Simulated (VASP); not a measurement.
ZnS: single point with PBE

The system is ZnS.

```
Zn S
1.0
     0.11945    2.70577    2.70577
     2.70577    0.11945    2.70577
     2.70577    2.70577    0.11945
Zn S
1 1
Cartesian
  0.0238 0.0238 0.0238
  1.3590 1.3590 1.3590
```

This cell differs from its parent crystal: epitaxial 111 strain -4.0%.

| Item | Value |
| --- | --- |
| Program | VASP 6.6.1 |
| Task | single point |
| Functional | PBE |
| Potentials or basis | VASP PAW PBE potentials, release 64 (Zn, S) |
| Cutoff | 520 eV |
| k mesh | 8 × 8 × 8 |
| Occupations | fermi-dirac, width 0.02 eV |
| Spin | no spin polarisation |

```json
{"Pressure": "7.2 GPa", "Largest force": "0.023 eV/Å", "Band gap on the k mesh": "2.13 eV, direct"}
```

Forces on the atoms (eV/Å):
```
Zn   0.013  0.013  0.013
S   -0.013 -0.013 -0.013
```

Stress tensor (GPa, compression positive):
```
 7.25 -2.27 -2.27
-2.27  7.25 -2.27
-2.27 -2.27  7.25
```

Levels at points of the mesh, in eV from the valence-band top:
```
           k point  band 5  band 6  band 7  band 8  band 9  band 10  band 11  band 12  band 13  band 14
(0.00, 0.00, 0.00)   -6.19   -6.19   -0.45    0.00    0.00     2.13     5.76     6.54     6.54    11.71
(0.50, 0.00, 0.00)   -6.13   -5.94   -5.76   -1.36   -0.98     3.08     6.54     6.71     8.91    12.31
(0.50, 0.50, 0.00)   -6.09   -5.96   -4.94   -2.82   -2.33     2.93     4.08    10.97    12.10    12.54
(0.50, 0.50, 0.50)   -6.16   -6.16   -5.93   -0.85   -0.85     3.87     7.17     7.17     8.76    12.46
```

Wall time 16 s on 1 thread of Intel(R) Xeon(R) Platinum 8559C (Emerald Rapids), with other jobs on the host, peak memory 0.17 GiB.

Caveat: the cell differs from its parent crystal (epitaxial 111 strain -4.0%).
